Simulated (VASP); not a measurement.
Ir, 2 atoms in the cell. The structure is hexagonal, space group P6_3/mmc (No. 194). Conventional cell: a = 2.751 Å, b = 2.751 Å, c = 4.284 Å, α = 90.00°, β = 90.00°, γ = 120.00°. Ir (site symmetry -6m2) has 12 Ir at 2.67 to 2.75 Å within 3.5 Å. This isn't the form of Ir at room conditions, which is fcc. This cell differs from its parent crystal: strain +0.000 along x and y, -0.040 along z.

| Item | Value |
| --- | --- |
| Program | VASP 6.6.1 |
| Task | single point |
| Functional | r2SCAN |
| Potentials or basis | VASP PAW PBE potentials, release 64 (Ir) |
| Cutoff | 520 eV |
| k mesh | 18 × 18 × 12 |
| Occupations | gaussian, width 0.15 eV |
| Spin | no spin polarisation |
| Dipole correction | no |
| Further INCAR settings | ALGO = Normal; EDIFF = 1e-07; NBANDS = 16 |

Potentials or basis: VASP PAW PBE potentials, release 64 (Ir).

The run is started by

```console
$ cat potpaw_PBE.64/Ir/POTCAR > POTCAR
$ cp INCAR.step1 INCAR
$ mpirun -np 1 vasp_std > vasp.out
$ cp INCAR.step2 INCAR
$ mpirun -np 1 vasp_std > vasp.out
```

Hardware: 1 thread of Intel(R) Xeon(R) Platinum 8488C (Sapphire Rapids), on a shared host.

Question: How long does it take, and how much memory?

Answer: Run time: 5.3 min on 1 thread of Intel(R) Xeon(R) Platinum 8488C (Sapphire Rapids) (shared host), peak memory 0.22 GiB. Counts: k points 259.
